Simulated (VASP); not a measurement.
# Ga: single point with BLYP

The system is Ga.

```
CELL_PARAMETERS angstrom
2.71648 0.00000 0.00000
0.00000 2.71648 0.00000
0.00000 0.00000 2.71648
ATOMIC_POSITIONS crystal
Ga 0.00000 0.00000 0.00000
```

* Program: VASP 6.6.1
* Task: single point
* Functional: BLYP
* Potentials or basis: VASP PAW PBE potentials, release 64 (Ga_d)
* Cutoff: 520 eV
* k mesh: 10 × 10 × 10
* Occupations: fermi-dirac, width 0.05 eV
* Spin: no spin polarisation
* Dipole correction: no
* Further INCAR settings: ALGO = Normal; EDIFF = 1e-07; NBANDS = 12

- Pressure: 5.1 GPa

Levels at points of the mesh, in eV from the Fermi level:
```
           k point  band 3  band 4  band 5  band 6  band 7  band 8  band 9  band 10
(0.00, 0.00, 0.00)  -14.70  -14.70  -14.70  -10.58    8.83    8.83    8.83    12.05
(0.50, 0.00, 0.00)  -14.84  -14.84  -14.69   -6.33   -3.96   12.13   12.13    15.62
(0.50, 0.50, 0.00)  -14.82  -14.82  -14.56   -1.89   -0.67   -0.67    4.66    15.52
(0.50, 0.50, 0.50)  -15.04  -14.55  -14.55    2.49    2.49    2.49    3.39     8.47
```

Run time: 6.4 s on 1 thread of Intel(R) Xeon(R) 6975P-C (Granite Rapids), with other jobs on the host, peak memory 0.12 GiB.

Caveat: the PAW data sets were made with another functional, which shifts forces and pressure a little.
